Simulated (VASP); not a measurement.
Input of a VASP 6.6.1 run:

File INCAR:

```
SYSTEM = Al
PREC = Accurate
ENCUT = 520
EDIFF = 1E-7
ISMEAR = 0
SIGMA = 0.15
LREAL = .FALSE.
LASPH = .TRUE.
NELM = 100
ALGO = Fast
ISIF = 2
LWAVE = .FALSE.
LCHARG = .FALSE.
GGA = PE
NBANDS = 10
```

The input KPOINTS:

```
Automatic mesh
0
G
  20 20 12
  0 0 0
```

POSCAR

```
Al
1.0
   -1.6606977635      1.6606977635      1.6175102401
    1.6606977635     -1.6606977635      1.6175102401
    3.3213955269      3.3213955269      0.0000000000
Al
2
Direct
    0.0586228248     -0.0586228248      0.0000000000
    0.4413771752      0.5586228248      0.5000000000
```

Potentials or basis: VASP PAW PBE potentials, release 64 (Al).

Run with:

```sh
$ cat potpaw_PBE.64/Al/POTCAR > POTCAR
$ mpirun -np 1 vasp_std > vasp.out
```

(1) Estimate the pressure.

(2) Estimate the band gap on the k mesh.

(3) Predict the largest force.

Answers

(1) -3.5 GPa.

(2) zero (bands 3 and 4 overlap by 8.27 eV).

(3) 0.109 eV/Å.

Caveat: the cell differs from its parent crystal (atoms displaced along a vibrational mode, the cell strained); the cell stands under tension.
